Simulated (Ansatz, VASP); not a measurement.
# One calculation of RuSe, two programs

File INCAR:

```
ALGO     = Normal         # electronic algorithm
EDIFF    = 1E-7           # SCF threshold, eV
ENCUT    = 520            # plane-wave cutoff, eV
GGA      = PE             # functional
ISIF     = 2              # what is computed and relaxed
ISMEAR   = -1             # smearing method
LASPH    = T              # aspherical terms in the spheres
LCHARG   = F              # write CHGCAR
LREAL    = F              # projectors in reciprocal space
LWAVE    = F              # write WAVECAR
NBANDS   = 17             # bands
NELM     = 100            # most SCF steps
PREC     = Accurate       # precision mode
SIGMA    = 0.05           # smearing width, eV
```

File KPOINTS:

```
k-points
0
Gamma
  8 8 8
```

POSCAR

```
RuSe
1.0
    3.1876923100      0.0000000000      0.0000000000
    0.0000000000      3.1876923100      0.0000000000
    0.0000000000      0.0000000000      3.1876923100
Ru Se
1 1
Direct
    0.0000000000      0.0000000000      0.0000000000
    0.5000000000      0.5000000000      0.5000000000
```

The input input.yaml:

```yaml
crystal:
  lattice:
    - [3.18769231, 0.0, 0.0]
    - [0.0, 3.18769231, 0.0]
    - [0.0, 0.0, 3.18769231]
  atoms:
    - { symbol: Ru, position: [0.0, 0.0, 0.0] }
    - { symbol: Se, position: [0.5, 0.5, 0.5] }
hamiltonian:
  xc: pbe
  pseudopotentials: { kind: paw }
kpoints:
  mp_grid: { grid: [8, 8, 8] }
  band_path:
    path:
      - [[0.0, 0.0, 0.0], [0.0, 0.5, 0.0], [0.5, 0.5, 0.0], [0.0, 0.0, 0.0], [0.5, 0.5, 0.5], [0.0, 0.5, 0.0]]
      - [[0.5, 0.5, 0.0], [0.5, 0.5, 0.5]]
    npoints: 14
scf:
  occupations: { method: fermi_dirac, width: 0.05 }
  n_extra_bands: 6
output:
  forces: true
  stress: true
  eigenvalues: true
  fatbands: false
```

Alike in both runs: functional PBE; k mesh 8 × 8 × 8; occupations fermi-dirac, width 0.05 eV; no spin polarisation.

|  | VASP | Ansatz |
| --- | --- | --- |
| version | VASP 6.6.1 | Ansatz 0.2.0 |
| potentials or method | VASP PAW PBE potentials, release 64 (Ru_pv, Se) | Ansatz PAW |
| plane-wave cutoff (eV) | 520 | 420 |
| valence electrons in the cell | 20 | 32 |
| task | single point | band structure |

Ansatz gave:

| Item | Value |
| --- | --- |
| gap on the k mesh at the Fermi level (eV) | none |
| pressure (GPa) | -8.6 |

Task: Which values does VASP return?

Result: gap on the k mesh at the Fermi level (eV): none; pressure (GPa): -8.5.

A gap of «none» marks a metal or a gap that the smearing closes. VASP's potentials hold 20 valence electrons a cell and Ansatz's 32, so a difference there can come from the potentials and not from the codes.
